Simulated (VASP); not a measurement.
Input of a VASP 6.6.1 run:

File INCAR:

```
PREC     = Accurate       # precision mode
ENCUT    = 500            # plane-wave cutoff, eV
EDIFF    = 1E-6           # SCF threshold, eV
ISMEAR   = 0              # smearing method
SIGMA    = 0.01           # smearing width, eV
LREAL    = F              # projectors in reciprocal space
LASPH    = T              # aspherical terms in the spheres
NELM     = 120            # most SCF steps
ALGO     = Normal         # electronic algorithm
ISIF     = 2              # what is computed and relaxed
LWAVE    = F              # write WAVECAR
LCHARG   = T              # write CHGCAR
GGA      = PE             # functional
LELF     = T              # ELF
LVHAR    = T            
NBANDS   = 11             # bands
GGA_COMPAT= F
```

Contents of KPOINTS:

```
regular mesh
0
Gamma
  4 4 4
```

POSCAR

```
Si
1.0
    0.0000000000      2.7221188962      2.7221188962
    2.7221188962      0.0000000000      2.7221188962
    2.7221188962      2.7221188962      0.0000000000
Si
2
Direct
    0.0000000000      0.0000000000      0.0000000000
    0.2500000000      0.2500000000      0.2500000000
```

Potentials or basis: VASP PAW PBE potentials, release 64 (Si).

Command:

```sh
$ cat potpaw_PBE.64/Si/POTCAR > POTCAR
$ mpirun -np 1 vasp_std > vasp.out
```

Question: Predict the band gap on the k mesh.

Answer: 0.71 eV, indirect (least direct gap 2.54 eV).

Question: Predict the pressure.

Answer: 1.8 GPa.

Caveat: the k points lie up to 0.50 Å⁻¹ apart. A k mesh can miss the band edges.
